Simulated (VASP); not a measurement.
# Te2Pt (P-3m1) in VASP: single point with PBE

Aim: the single point of Te2Pt with PBE.

All numbers are computed with VASP 6.6.1; they aren't measurements. Logs are shortened: lines on timing, memory, paths and dates and some standing lists are left out, and cuts for length are marked.

## 1. The cell of the first run

It takes space group P-3m1 (No. 164, trigonal). Conventional cell: a = 4.038 Å, b = 4.038 Å, c = 5.311 Å, α = 90.00°, β = 90.00°, γ = 120.00°. Within 3.6 Å of Te (site symmetry 3m) lie 3 Pt at 2.70 Å and 6 Te at 3.48 to 3.59 Å. Within 3.6 Å of Pt (site symmetry -3m) lie 6 Te at 2.70 Å.

## 2. Single point, PBE

The input, INCAR:

```
SYSTEM = Te2Pt
PREC     = Accurate       ! precision mode
ENCUT    = 500            ! plane-wave cutoff, eV
EDIFF    = 1E-6           ! SCF threshold, eV
ISMEAR   = -1             ! smearing method
SIGMA    = 0.02           ! smearing width, eV
LREAL    = .False.        ! projectors in reciprocal space
LASPH    = .True.         ! aspherical terms in the spheres
NELM     = 120            ! most SCF steps
ALGO     = Normal         ! electronic algorithm
ISIF     = 2              ! what is computed and relaxed
LWAVE    = .False.        ! write WAVECAR
LCHARG   = .False.        ! write CHGCAR
GGA      = PE             ! functional
NBANDS   = 18             ! bands
GGA_COMPAT= .False.
```

The input, KPOINTS:

```
regular mesh
0
Gamma
  12 12 6
  0 0 0
```

The input, POSCAR:

```
Te2Pt
1.0
    4.0381735140      0.0000000000      0.0000000000
   -2.0190867570      3.4971608480      0.0000000000
    0.0000000000      0.0000000000      5.3109405876
Te Pt
2 1
Direct
    0.3333333333      0.6666666667      0.2568471026
    0.6666666667      0.3333333333      0.7431528974
    0.0000000000      0.0000000000      0.0000000000
```

Potentials or basis: VASP PAW PBE potentials, release 64 (Te, Pt).

Run with:

```console
cat potpaw_PBE.64/Te/POTCAR potpaw_PBE.64/Pt/POTCAR > POTCAR
mpirun -np 1 vasp_std > vasp.out
```

OUTCAR:

```text
SYSTEM = Te2Pt
   PREC = Accurate
   ENCUT = 500
   EDIFF = 1E-6
   ISMEAR = -1
   LREAL = .False.
   LASPH = .True.
   NELM = 120
   ISIF = 2
   GGA = PE

 ion  position               nearest neighbor table
   1  0.333  0.667  0.257-   3 2.70   3 2.70   3 2.70   2 3.48   2 3.48   2 3.48   2 3.59   2 3.59
                             2 3.59
   2  0.667  0.333  0.743-   3 2.70   3 2.70   3 2.70   1 3.48   1 3.48   1 3.48   1 3.59   1 3.59
                             1 3.59
   3  0.000  0.000  0.000-   1 2.70   2 2.70   1 2.70   2 2.70   2 2.70   1 2.70

  LATTYP: Found a hexagonal cell.
 ALAT       =     4.0381735140
 C/A-ratio  =     1.3151838496

  Lattice vectors:

 A1 = (   4.0381735140,   0.0000000000,   0.0000000000)
 A2 = (  -2.0190867570,   3.4971608480,   0.0000000000)
 A3 = (   0.0000000000,   0.0000000000,   5.3109405876)

Analysis of symmetry for initial positions (statically):
=====================================================================
 Subroutine PRICEL returns:
 Original cell was already a primitive cell.

 Routine SETGRP: Setting up the symmetry group for a
 hexagonal supercell.

 Subroutine GETGRP returns: Found 12 space group operations
 (whereof 12 operations were pure point group operations)
 out of a pool of 24 trial point group operations.

The static configuration has the point symmetry D_3d.

Analysis of symmetry for dynamics (positions and initial velocities):
=====================================================================
 Subroutine PRICEL returns:
 Original cell was already a primitive cell.

 Routine SETGRP: Setting up the symmetry group for a
 hexagonal supercell.

 Subroutine GETGRP returns: Found 12 space group operations
 (whereof 12 operations were pure point group operations)
 out of a pool of 24 trial point group operations.

The dynamic configuration has the point symmetry D_3d.

 Subroutine INISYM returns: Found 12 space group operations
 (whereof 12 operations are pure point group operations),
 and found     1 'primitive' translations

----------------------------------------------------------------------------------------

                                     Primitive cell

  volume of cell :      75.0019

  direct lattice vectors                    reciprocal lattice vectors
     4.038173514  0.000000000  0.000000000     0.247636709  0.142973121  0.000000000
[... 80 lines left out ...]
   ISTART =      0    job   : 0-new  1-cont  2-samecut
   ICHARG =      2    charge: 1-file 2-atom 10-const
   ISPIN  =      1    spin polarized calculation?
   LNONCOLLINEAR =      F non collinear calculations
   LSORBIT =      F    spin-orbit coupling
   LASPH  =      T    aspherical Exc in radial PAW
   ENCUT  =  500.0 eV  36.75 Ry    6.06 a.u.   7.36  7.36  9.68*2*pi/ulx,y,z
   NELM   =    120;   NELMIN=  2; NELMDL= -5     # of ELM steps
   EDIFF  = 0.1E-05   stopping-criterion for ELM
   LREAL  =      F    real-space projection
   EDIFFG = 0.1E-04   stopping-criterion for IOM
   NSW    =      0    number of steps for IOM
   IBRION =     -1    ionic relax: 0-MD 1-quasi-New 2-CG
   NFREE  =      0    steps in history (QN), initial steepest desc. (CG)
   ISIF   =      2    stress and relaxation
   ISYM   =      2    0-nonsym 1-usesym 2-fastsym
   POTIM  = 0.5000    time-step for ionic-motion
   TEBEG  =    0.0;   TEEND  =   0.0 temperature during run
   PSTRESS=    0.0 pullay stress
   NELECT =      22.0000    total number of electrons
   NUPDOWN=      -1.0000    fix difference up-down
   EMIN   =  10.00;   EMAX   =-10.00  energy-range for DOS
   EFERMI =   0.00;   METHOD = LEGACY
   ISMEAR =    -1;   SIGMA  =   0.02  broadening in eV -4-tet -1-fermi 0-gaus
   EFERMI_NEDOS =   21; number of points for ismear=-14 and -15
   IALGO  =     38    algorithm
   IMIX   =      4    mixing-type and parameters
     AMIX     =   0.40;   BMIX     =  1.00
     AMIX_MAG =   1.60;   BMIX_MAG =  1.00
  volume/ion in A,a.u.               =      25.00       168.71
  Fermi-wavevector in a.u.,A,eV,Ry     =   1.087740  2.055530 16.098114  1.183178
  Thomas-Fermi vector in A             =   2.223906
   LORBIT       =      0    0 simple, 1 ext, 2 COOP (PROOUT), +10 PAW based schemes
   GGA     = PE    functional components
   LHFCALC =     F    Hartree Fock is set to
   AEXX    =    0.0000 exact exchange contribution
   IVDW    =     0    specifies the selected vdW correction
   LEPSILON=     F    determine dielectric tensor
   LRPA    =     F    only Hartree local field effects (RPA)
 non-spin polarized calculation
  energy-cutoff  :      500.00
  volume of cell :       75.00
 maximum number of plane-waves:      1940
 NGX is ok and might be reduce to    30
   NGX = 15   NGY = 15   NGZ = 19

 number of electron      21.9999998 magnetization

 Free energy of the ion-electron system (eV)
  ---------------------------------------------------
  ext. energy  EPLUGINS =         0.00000000
  ---------------------------------------------------
  free energy    TOTEN  =       -13.54728062 eV

  energy without entropy =      -13.54573824  energy(sigma->0) =      -13.54650943

 E-fermi :   8.4006     XC(G=0): -10.4174

 val. band max:        8.3497269484   @ k =   0.4167   0.1667   0.0000
 cond. band min:       8.4144123758   @ k =   0.0000   0.3333   0.1667
 fundamental gap:      0.0646854274
 Fermi energy:         8.4006126887

 k-point     1 :       0.0000    0.0000    0.0000
  band No.  band energies     occupation
      1      -5.4978      2.00000
      2      -2.2909      2.00000
      3       1.7514      2.00000
      4       2.7543      2.00000
      5       2.7543      2.00000
      6       4.6555      2.00000
[... 481 lines left out ...]
      5       3.2342      2.00000
      6       4.2116      2.00000
[... 10 lines left out ...]
     17      15.5819      0.00000
     18      15.6969      0.00000

 [... further k-points ...]
[... 5 lines left out ...]
  --------------------------------------------------------------------------------------
  -------------------------------------------------------------------------------------
  Total        1.5491407      1.5491407      0.9394787      0.0000000      0.0000000     -0.0000000
  in kB       33.0924880     33.0924880     20.0689881      0.0000000      0.0000000     -0.0000000
  external PRESSURE =      28.7513214 kB  Pullay stress =       0.0000000 kB

 VOLUME and BASIS-vectors are now :
 -----------------------------------------------------------------------------
  energy-cutoff  :      500.00
  volume of cell :       75.00
      direct lattice vectors                 reciprocal lattice vectors
     4.038173514  0.000000000  0.000000000     0.247636709  0.142973121  0.000000000
    -2.019086757  3.497160848  0.000000000     0.000000000  0.285946241  0.000000000
     0.000000000  0.000000000  5.310940588     0.000000000  0.000000000  0.188290564

 POSITION                                       TOTAL-FORCE (eV/Angst)
 -----------------------------------------------------------------------------------
     -0.00000      2.33144      1.36410        -0.000000      0.000000      0.185712
      2.01909      1.16572      3.94684         0.000000     -0.000000     -0.185712
      0.00000      0.00000      0.00000         0.000000      0.000000      0.000000
 -----------------------------------------------------------------------------------
    total drift:                                0.000000     -0.000000      0.000000

  FREE ENERGIE OF THE ION-ELECTRON SYSTEM (eV)
  ---------------------------------------------------
  free  energy   TOTEN  =       -13.5472806199 eV

  energy  without entropy=      -13.5457382365  energy(sigma->0) =      -13.54650943
```

OSZICAR:

```text
N       E                     dE             d eps       ncg     rms          rms(c)
DAV:   1     0.998022080133E+02    0.99802E+02   -0.89861E+03  3632   0.100E+03
DAV:   2    -0.940669091130E+01   -0.10921E+03   -0.10579E+03  4384   0.188E+02
DAV:   3    -0.138797912117E+02   -0.44731E+01   -0.44174E+01  4378   0.381E+01
DAV:   4    -0.139393641266E+02   -0.59573E-01   -0.59546E-01  4566   0.474E+00
DAV:   5    -0.139404963199E+02   -0.11322E-02   -0.11322E-02  4328   0.593E-01    0.128E+01
DAV:   6    -0.136762630883E+02    0.26423E+00   -0.21227E+00  3804   0.121E+01    0.852E+00
DAV:   7    -0.135741952966E+02    0.10207E+00   -0.51264E-01  3702   0.667E+00    0.376E+00
DAV:   8    -0.135480763624E+02    0.26119E-01   -0.67469E-02  3948   0.213E+00    0.867E-01
DAV:   9    -0.135471874317E+02    0.88893E-03   -0.73240E-03  4010   0.673E-01    0.357E-01
DAV:  10    -0.135472898772E+02   -0.10245E-03   -0.94535E-04  4170   0.195E-01    0.783E-02
DAV:  11    -0.135472798553E+02    0.10022E-04   -0.90945E-05  4194   0.664E-02    0.540E-02
DAV:  12    -0.135472806199E+02   -0.76457E-06   -0.75698E-06  4148   0.166E-02
   1 F= -.13547281E+02 E0= -.13546509E+02  d E =-.154238E-02
```

Run time: 86 s. Hardware: 1 thread of Intel Xeon Platinum 8488C (Sapphire Rapids), shared host; peak memory 0.27 GiB.

Results:

- Free energy: -13.5473 eV
- Pressure: 2.9 GPa
- Largest force: 0.186 eV/Å
- Band gap on the k mesh: zero (bands 11 and 12 overlap by 1.29 eV)

Forces on the atoms (eV/Å):
```
Te   0.000  0.000  0.186
Te   0.000  0.000 -0.186
Pt   0.000  0.000  0.000
```

Caveat: spin-orbit coupling is left out, which moves the levels of the heavy elements.
